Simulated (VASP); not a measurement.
# LiF (I4/mmm) in VASP: further runs

LiF is run at these levels: r2SCAN; tasks: single point.

Program: VASP 6.6.1. These are calculated values, not measurements. Logs are shortened: lines on timing, memory, paths and dates and some standing lists are left out, and cuts for length are marked.

## (1) The cell of the first run

It takes space group I4/mmm (No. 139, tetragonal). Conventional cell: a = 2.793 Å, b = 2.793 Å, c = 4.014 Å, α = 90.00°, β = 90.00°, γ = 90.00°. Within 2.6 Å of Li (site symmetry 4/mmm) lie 6 F at 1.97 to 2.01 Å. F (site symmetry 4/mmm) has 6 Li at 1.97 to 2.01 Å within 2.6 Å.

## (2) Single point, r2SCAN (in-plane strain -0.01)

POSCAR

```
LiF
1.0
    1.9749492505      1.9749492505      0.0000000000
   -1.9749492505      1.9749492505      0.0000000000
    0.0000000000      1.9749492505      2.0068676222
Li F
1 1
Direct
    0.0000000000      0.0000000000      0.0000000000
    0.5000000000      0.5000000000      0.0000000000
```

INCAR.step1

```
SYSTEM = LiF
PREC = Accurate
ENCUT = 520
ISMEAR = 0
SIGMA = 0.01
LREAL = .False.
LASPH = .True.
NELM = 80
NBANDS = 12
GGA = PE
ALGO = Normal
EDIFF = 1E-4
LWAVE = .True.
LCHARG = .False.
```

INCAR.step2

```
SYSTEM = LiF
PREC = Accurate
ENCUT = 520
EDIFF = 1E-6
ISMEAR = 0
SIGMA = 0.01
LREAL = .False.
LASPH = .True.
NELM = 80
ALGO = Normal
ISIF = 2
LWAVE = .False.
LCHARG = .False.
METAGGA = R2SCAN
LMIXTAU = .True.
NBANDS = 12
ISTART = 1
```

KPOINTS

```
regular mesh
0
Gamma
  10 10 10
  0 0 0
```

Potentials or basis: VASP PAW PBE potentials, release 64 (Li_sv, F).

Started as:

```
cat potpaw_PBE.64/Li_sv/POTCAR potpaw_PBE.64/F/POTCAR > POTCAR
cp INCAR.step1 INCAR
mpirun -np 1 vasp_std > vasp.out
cp INCAR.step2 INCAR
mpirun -np 1 vasp_std > vasp.out
```

OUTCAR:

```text
SYSTEM = LiF
   PREC = Accurate
   ENCUT = 520
   EDIFF = 1E-6
   ISMEAR = 0
   LREAL = .False.
   LASPH = .True.
   NELM = 80
   ISIF = 2
   METAGGA = R2SCAN
   ISTART = 1

 ion  position               nearest neighbor table
   1  0.000  0.000  0.000-   2 1.97   2 1.97   2 1.97   2 1.97   2 2.01   2 2.01
   2  0.500  0.500  0.000-   1 1.97   1 1.97   1 1.97   1 1.97   1 2.01   1 2.01

  LATTYP: Found a body centered tetragonal cell.
 ALAT       =     2.7930000151
 C/A-ratio  =     1.4370695391

  Lattice vectors:

 A1 = (   1.9749492505,   0.0000000000,  -2.0068676222)
 A2 = (  -1.9749492505,   0.0000000000,  -2.0068676222)
 A3 = (   0.0000000000,   1.9749492505,   2.0068676222)

Analysis of symmetry for initial positions (statically):
=====================================================================
 Subroutine PRICEL returns:
 Original cell was already a primitive cell.

 Routine SETGRP: Setting up the symmetry group for a
 body centered tetragonal supercell.

 Subroutine GETGRP returns: Found 16 space group operations
 (whereof 16 operations were pure point group operations)
 out of a pool of 16 trial point group operations.

The static configuration has the point symmetry D_4h.

Analysis of symmetry for dynamics (positions and initial velocities):
=====================================================================
 Subroutine PRICEL returns:
 Original cell was already a primitive cell.

 Routine SETGRP: Setting up the symmetry group for a
 body centered tetragonal supercell.

 Subroutine GETGRP returns: Found 16 space group operations
 (whereof 16 operations were pure point group operations)
 out of a pool of 16 trial point group operations.

The dynamic configuration has the point symmetry D_4h.

 Subroutine INISYM returns: Found 16 space group operations
 (whereof 16 operations are pure point group operations),
 and found     1 'primitive' translations

----------------------------------------------------------------------------------------

                                     Primitive cell

  volume of cell :      15.6553

  direct lattice vectors                    reciprocal lattice vectors
     1.974949250  1.974949250  0.000000000     0.253171062  0.253171062 -0.249144485
    -1.974949250  1.974949250  0.000000000    -0.253171062  0.253171062 -0.249144485
     0.000000000  1.974949250  2.006867622     0.000000000  0.000000000  0.498288970

  length of vectors
     2.793000015  2.793000015  2.815660170     0.436192788  0.436192788  0.498288970

  position of ions in fractional coordinates (direct lattice)
     0.000000000  0.000000000  0.000000000
     0.500000000  0.500000000  0.000000000

  ion indices of the primitive-cell ions
   primitive index   ion index
                 1           1
                 2           2

----------------------------------------------------------------------------------------

 KPOINTS: regular mesh

Automatic generation of k-mesh.
 Grid dimensions read from file:
 generate k-points for:   10   10   10

 Generating k-lattice:

  Cartesian coordinates                     Fractional coordinates (reciprocal lattice)
     0.025317106  0.025317106 -0.024914448     0.100000000  0.000000000  0.000000000
    -0.025317106  0.025317106 -0.024914448     0.000000000  0.100000000  0.000000000
     0.000000000  0.000000000  0.049828897     0.000000000  0.000000000  0.100000000

  Length of vectors
     0.043619279  0.043619279  0.049828897

  Shift w.r.t. Gamma in fractional coordinates (k-lattice)
     0.000000000  0.000000000  0.000000000

 Subroutine IBZKPT returns following result:
 ===========================================

 Found    102 irreducible k-points:

 Following reciprocal coordinates:
            Coordinates               Weight
  0.000000  0.000000  0.000000      1.000000
  0.100000  0.000000 -0.000000      8.000000
  0.200000  0.000000 -0.000000      8.000000
  0.300000  0.000000  0.000000      8.000000
  0.400000  0.000000 -0.000000      8.000000
  0.500000  0.000000 -0.000000      4.000000
[... 16 lines left out ...]
  0.300000  0.300000  0.000000      8.000000
  0.400000  0.300000  0.000000     16.000000
 [... further k-points ...]
   k-points           NKPTS =    102   k-points in BZ     NKDIM =    102   number of bands    NBANDS=     12
   number of dos      NEDOS =    301   number of ions     NIONS =      2
   total plane-waves  NPLWV =  13824
   dimension x,y,z NGX =    24 NGY =   24 NGZ =   24
   dimension x,y,z NGXF=    48 NGYF=   48 NGZF=   48
   ions per type =               1   1
   NGX,Y,Z   is equivalent  to a cutoff of  14.29, 14.29, 14.17 a.u.
   NGXF,Y,Z  is equivalent  to a cutoff of  28.57, 28.57, 28.34 a.u.
 SYSTEM =  LiF
   PREC   = accura    normal or accurate (medium, high low for compatibility)
   ISTART =      1    job   : 0-new  1-cont  2-samecut
   ICHARG =      0    charge: 1-file 2-atom 10-const
   ISPIN  =      1    spin polarized calculation?
   LNONCOLLINEAR =      F non collinear calculations
   LSORBIT =      F    spin-orbit coupling
   LASPH  =      T    aspherical Exc in radial PAW
   ENCUT  =  520.0 eV  38.22 Ry    6.18 a.u.   5.19  5.19  5.24*2*pi/ulx,y,z
   NELM   =     80;   NELMIN=  2; NELMDL=  0     # of ELM steps
   EDIFF  = 0.1E-05   stopping-criterion for ELM
   LREAL  =      F    real-space projection
   EDIFFG = 0.1E-04   stopping-criterion for IOM
   NSW    =      0    number of steps for IOM
   IBRION =     -1    ionic relax: 0-MD 1-quasi-New 2-CG
   NFREE  =      0    steps in history (QN), initial steepest desc. (CG)
   ISIF   =      2    stress and relaxation
   ISYM   =      2    0-nonsym 1-usesym 2-fastsym
   POTIM  = 0.5000    time-step for ionic-motion
   TEBEG  =    0.0;   TEEND  =   0.0 temperature during run
   PSTRESS=    0.0 pullay stress
   NELECT =      10.0000    total number of electrons
   NUPDOWN=      -1.0000    fix difference up-down
   EMIN   =  10.00;   EMAX   =-10.00  energy-range for DOS
   EFERMI =   0.00;   METHOD = LEGACY
   ISMEAR =     0;   SIGMA  =   0.01  broadening in eV -4-tet -1-fermi 0-gaus
   EFERMI_NEDOS =   21; number of points for ismear=-14 and -15
   IALGO  =     38    algorithm
   IMIX   =      4    mixing-type and parameters
     AMIX     =   0.40;   BMIX     =  1.00
     AMIX_MAG =   1.60;   BMIX_MAG =  1.00
  volume/ion in A,a.u.               =       7.83        52.82
  Fermi-wavevector in a.u.,A,eV,Ry     =   1.409899  2.664323 27.045863  1.987815
  Thomas-Fermi vector in A             =   2.531908
   LORBIT       =      0    0 simple, 1 ext, 2 COOP (PROOUT), +10 PAW based schemes
   METAGGA = R2SCAN    functional components
   LHFCALC =     F    Hartree Fock is set to
   AEXX    =    0.0000 exact exchange contribution
   IVDW    =     0    specifies the selected vdW correction
   LEPSILON=     F    determine dielectric tensor
   LRPA    =     F    only Hartree local field effects (RPA)
 non-spin polarized calculation
 Gauss-broadening in eV      SIGMA  =   0.01
  energy-cutoff  :      520.00
  volume of cell :       15.66
 maximum number of plane-waves:       444
 NGX is ok and might be reduce to    24
   NGX = 11   NGY = 11   NGZ = 11

 number of electron       9.9999998 magnetization

 Free energy of the ion-electron system (eV)
  ---------------------------------------------------
  ext. energy  EPLUGINS =         0.00000000
  ---------------------------------------------------
  free energy    TOTEN  =       -11.90158011 eV

  energy without entropy =      -11.90158011  energy(sigma->0) =      -11.90158011

 E-fermi :  -1.0998     XC(G=0): -10.7737

 val. band max:       -1.3523733276   @ k =   0.0000   0.0000   0.0000
 cond. band min:       9.3126436247   @ k =   0.0000   0.0000   0.0000
 fundamental gap:     10.6650169523
 Fermi energy:        -1.0998268419

 k-point     1 :       0.0000    0.0000    0.0000
  band No.  band energies     occupation
      1     -43.3591      2.00000
      2     -22.5915      2.00000
      3      -1.3896      2.00000
      4      -1.3896      2.00000
      5      -1.3524      2.00000
      6       9.3126      0.00000
      7      24.4484      0.00000
      8      24.5848      0.00000
      9      24.5849      0.00000
     10      25.0302      0.00000
     11      25.4671      0.00000
     12      25.4674      0.00000

 k-point     2 :       0.1000    0.0000   -0.0000
  band No.  band energies     occupation
      1     -43.3526      2.00000
      2     -22.5520      2.00000
      3      -1.6706      2.00000
      4      -1.4124      2.00000
      5      -1.3926      2.00000
      6       9.5925      0.00000
      7      21.6854      0.00000
      8      23.3806      0.00000
      9      23.6434      0.00000
     10      25.9132      0.00000
     11      26.0560      0.00000
     12      26.4621      0.00000

 k-point     3 :       0.2000    0.0000   -0.0000
  band No.  band energies     occupation
      1     -43.3355      2.00000
      2     -22.4456      2.00000
      3      -2.3800      2.00000
      4      -1.4711      2.00000
      5      -1.4677      2.00000
      6      10.2037      0.00000
      7      19.1268      0.00000
      8      21.7881      0.00000
      9      22.1051      0.00000
     10      27.1824      0.00000
     11      27.2828      0.00000
     12      27.5175      0.00000
[... 286 lines left out ...]
 k-point    23 :       0.3000    0.3000    0.0000
  band No.  band energies     occupation
      1     -43.2810      2.00000
      2     -22.0072      2.00000
      3      -3.3445      2.00000
      4      -3.3327      2.00000
      5      -1.8627      2.00000
      6      13.0322      0.00000
      7      15.5574      0.00000
      8      19.9429      0.00000
      9      20.1046      0.00000
     10      27.5098      0.00000
     11      31.3407      0.00000
     12      32.3594      0.00000

 k-point    24 :       0.4000    0.3000    0.0000
  band No.  band energies     occupation
      1     -43.2760      2.00000
      2     -21.9440      2.00000
      3      -3.8462      2.00000
      4      -3.0572      2.00000
      5      -2.0659      2.00000
      6      13.6980      0.00000
      7      15.5236      0.00000
      8      19.6344      0.00000
      9      20.1313      0.00000
     10      25.2461      0.00000
     11      33.6958      0.00000
     12      34.3642      0.00000

 [... further k-points ...]
[... 5 lines left out ...]
  --------------------------------------------------------------------------------------
  -------------------------------------------------------------------------------------
  Total        0.1069273      0.1069273     -0.0659484      0.0000000      0.0000000     -0.0000000
  in kB       10.9430566     10.9430566     -6.7492334      0.0000000      0.0000000     -0.0000000
  external PRESSURE =       5.0456266 kB  Pullay stress =       0.0000000 kB

 VOLUME and BASIS-vectors are now :
 -----------------------------------------------------------------------------
  energy-cutoff  :      520.00
  volume of cell :       15.66
      direct lattice vectors                 reciprocal lattice vectors
     1.974949250  1.974949250  0.000000000     0.253171062  0.253171062 -0.249144485
    -1.974949250  1.974949250  0.000000000    -0.253171062  0.253171062 -0.249144485
     0.000000000  1.974949250  2.006867622     0.000000000  0.000000000  0.498288970

 POSITION                                       TOTAL-FORCE (eV/Angst)
 -----------------------------------------------------------------------------------
      0.00000      0.00000      0.00000         0.000000      0.000000      0.000000
      0.00000      1.97495      0.00000        -0.000000      0.000000      0.000000
 -----------------------------------------------------------------------------------
    total drift:                                0.000000     -0.000000     -0.000000

  FREE ENERGIE OF THE ION-ELECTRON SYSTEM (eV)
  ---------------------------------------------------
  free  energy   TOTEN  =       -11.9015801126 eV

  energy  without entropy=      -11.9015801126  energy(sigma->0) =      -11.90158011
```

Wall time 94 s (1 thread of Intel Xeon 8259CL, shared host); peak memory 0.15 GiB.

What came out:

```yaml
Free_energy: -11.9016 eV
Band_gap_on_the_k_mesh: 10.66 eV
```

Levels at points of the mesh, in eV from the valence-band top:
```
           k point  band 2  band 3  band 4  band 5  band 6  band 7  band 8  band 9
(0.00, 0.00, 0.00)  -21.24   -0.04   -0.04    0.00   10.66   25.80   25.94   25.94
(0.50, 0.00, 0.00)  -20.80   -2.64   -0.30   -0.26   12.05   18.65   20.62   20.94
(0.50, 0.50, 0.00)  -20.50   -3.21   -1.17   -1.06   16.57   17.56   19.66   22.22
(0.00, 0.00, 0.50)  -20.52   -3.23   -1.06   -1.06   16.26   17.79   19.65   22.61
```

Caveat: the cell differs from its parent crystal (in-plane strain -0.01); the cutoff is under 1.25 times the usual one of these potentials, so pressure, stress and relaxed cells hold a basis-set (Pulay) error; the PAW data sets were made with another functional, which shifts forces and pressure a little. A k mesh can miss the band edges.

## (3) Single point, r2SCAN (in-plane strain -0.01, then relaxed in part)

POSCAR: that of step 2 with these lines changed.

```diff
@@ -4,3 +4,3 @@
    -1.9749492505      1.9749492505      0.0000000000
-    0.0000000000      1.9749492505      2.0068676222
+    0.0000000000      1.9749492505      2.0090856982
 Li F
```

INCAR.step1

```
ALGO = Normal
EDIFF = 1E-4
ENCUT = 520
GGA = PE
ISMEAR = 0
LASPH = True
LCHARG = False
LREAL = False
LWAVE = True
NBANDS = 12
NELM = 100
PREC = Accurate
SIGMA = 0.01
```

INCAR.step2

```
ALGO = Normal
EDIFF = 1E-7
ENCUT = 520
ISIF = 2
ISMEAR = 0
ISTART = 1
LASPH = True
LCHARG = False
LMIXTAU = True
LREAL = False
LWAVE = False
METAGGA = R2SCAN
NBANDS = 12
NELM = 100
PREC = Accurate
SIGMA = 0.01
```

KPOINTS

```
k-points
0
Gamma
  10 10 10
```

Potentials or basis: VASP PAW PBE potentials, release 64 (Li_sv, F).

Started as:

```
cat potpaw_PBE.64/Li_sv/POTCAR potpaw_PBE.64/F/POTCAR > POTCAR
cp INCAR.step1 INCAR
mpirun -np 1 vasp_std > vasp.out
cp INCAR.step2 INCAR
mpirun -np 1 vasp_std > vasp.out
```

Wall time 1.8 min (1 thread of Intel Xeon 8259CL, shared host); peak memory 0.15 GiB.

It converged, with:

| Property | Result |
| --- | --- |
| Free energy | -11.9016 eV |
| Band gap on the k mesh | 10.65 eV |

Levels at points of the mesh, in eV from the valence-band top:
```
           k point  band 3  band 4  band 5  band 6  band 7  band 8
(0.00, 0.00, 0.00)   -0.04   -0.04    0.00   10.65   25.78   25.93
(0.50, 0.00, 0.00)   -2.64   -0.30   -0.26   12.04   18.64   20.60
(0.50, 0.50, 0.00)   -3.21   -1.17   -1.06   16.57   17.55   19.64
(0.00, 0.00, 0.50)   -3.22   -1.06   -1.06   16.23   17.79   19.63
```

Caveat: the cell differs from its parent crystal (in-plane strain -0.01, then relaxed in part); the cutoff is under 1.25 times the usual one of these potentials, so pressure, stress and relaxed cells hold a basis-set (Pulay) error; the PAW data sets were made with another functional, which shifts forces and pressure a little.
